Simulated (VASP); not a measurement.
Write the native input for VASP 6.6.1 that does the following.

```
Task                   : single point
Functional             : PBE
Potentials or basis    : VASP PAW PBE potentials, release 64 (Si, Ta_pv)
Cutoff                 : 400 eV
k mesh                 : 1 × 1 × 1, shifted
Occupations            : fermi-dirac, width 0.05 eV
Spin                   : no spin polarisation
Dipole correction      : no
Mended                 : yes
Further INCAR settings : LREAL = Auto; ALGO = Normal; EDIFF = 1e-06; NBANDS = 60; ISYM = -1
```

The structure of TaSi3 lies in POSCAR:

```
TaSi3
1.0
    6.4980500000      0.1502530000      0.2007460000
    0.1502530000      6.7111390000     -0.0846960000
    0.2007460000     -0.0846960000      6.3763750000
Si Ta
12 4
Direct
    0.4451692425      0.7508330510      0.4247660483
    0.3073010159      0.2448699990      0.6394457760
    0.8534203711      0.7166090539      0.5163046707
    0.3332679183      0.1253460119      0.2650303824
    1.0117839503      0.2619621728      1.0282082794
    0.5200940070      0.3615461002      0.9230756844
    0.7285890107      1.0217860066      0.0768820620
    0.0512530402      0.9828887526      0.7618891459
    0.8228513366      0.6444051255      0.0578097151
    0.2336826798      0.8273885362      0.1024959536
    0.5398980349      0.7647207214      0.8334910377
    0.9113847215      0.3612619061      0.6459945660
    0.1434473172      0.4896338662      0.3017654317
    0.6557881067      0.3757475827      0.3151788403
    0.1718386545      0.6025208144      0.7837230684
    0.6625110311      0.0607625269      0.6324033489
```

One way to write it, as run:

INCAR

```
ALGO = Normal ; EDIFF = 1E-6
ENCUT = 400 ; GGA = PE
GGA_COMPAT = False ; ISIF = 2
ISMEAR = -1 ; ISYM = -1
LASPH = True ; LCHARG = False
LREAL = Auto ; LWAVE = False
NBANDS = 60 ; NELM = 120
PREC = Accurate ; SIGMA = 0.05
```

KPOINTS

```
explicit points
1
Reciprocal
  0.25000000   0.25000000   0.25000000 1
```

Potentials or basis: VASP PAW PBE potentials, release 64 (Si, Ta_pv).

The run is started by

```console
$ cat potpaw_PBE.64/Si/POTCAR potpaw_PBE.64/Ta_pv/POTCAR > POTCAR
$ mpirun -np 1 vasp_std > vasp.out
```

Results of the run:

```json
{
  "Pressure": "-8.8 GPa",
  "Largest force": "1.348 eV/Å"
}
```

Caveat: the atoms stand as in a frame of molecular dynamics.

It took 33 s on 1 thread of Intel(R) Xeon(R) Platinum 8559C (Emerald Rapids) (shared host), peak memory 0.26 GiB.
